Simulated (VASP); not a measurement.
Input of a VASP 6.6.1 run:

Contents of INCAR:

```
SYSTEM = CsPbBr3
PREC = Accurate
ENCUT = 600
EDIFF = 1E-7
ISMEAR = 0
SIGMA = 0.02
LREAL = .FALSE.
LASPH = .TRUE.
NELM = 80
ALGO = Normal
ISIF = 3
LWAVE = .FALSE.
LCHARG = .FALSE.
GGA = CA
IBRION = 2
NSW = 70
EDIFFG = -0.005
```

File KPOINTS:

```
Automatic mesh
0
G
  6 6 6
  0 0 0
```

POSCAR

```
CsPbBr3
1.0
    5.9981178917      0.0000000000      0.0000000000
    0.0000000000      5.9981178917      0.0000000000
    0.0000000000      0.0000000000      5.9981178917
Cs Pb Br
1 1 3
Direct
    0.0000000000      0.0000000000      0.0000000000
    0.5000000000      0.5000000000      0.5000000000
    0.0000000000      0.5000000000      0.5000000000
    0.5000000000      0.0000000000      0.5000000000
    0.5000000000      0.5000000000      0.0000000000
```

Potentials or basis: VASP PAW LDA potentials, release 64 (Cs_sv, Pb_d, Br).

Launch:

```sh
$ cat potpaw_LDA.64/Cs_sv/POTCAR potpaw_LDA.64/Pb_d/POTCAR potpaw_LDA.64/Br/POTCAR > POTCAR
$ mpirun -np 1 vasp_std > vasp.out
```

Q: Predict the band gap on the k mesh.

A: 1.15 eV.

Q: What does it give for the relaxed volume?

A: 38.52 Å³/atom.

Q: Predict the relaxed cell.

A: a = 5.775 Å, b = 5.775 Å, c = 5.775 Å, α = 90.00°, β = 90.00°, γ = 90.00°.

Step by step:
| step | energy change (eV) | largest force (eV/Å) | pressure (GPa) | volume (Å³) |
| --- | --- | --- | --- | --- |
| 1 | 0.0000 | 0.0000 | -2.20 | 215.80 |
| 2 | -0.1668 | 0.0000 | -0.64 | 197.83 |
| 3 | -0.1773 | 0.0000 | -0.03 | 192.85 |
| 4 | -0.1773 | 0.0000 | 0.03 | 192.41 |
| 5 | -0.1774 | 0.0000 | 0.00 | 192.60 |

Caveat: spin-orbit coupling is left out, which moves the levels of the heavy elements. Zero-point motion and thermal expansion aren't in these numbers.
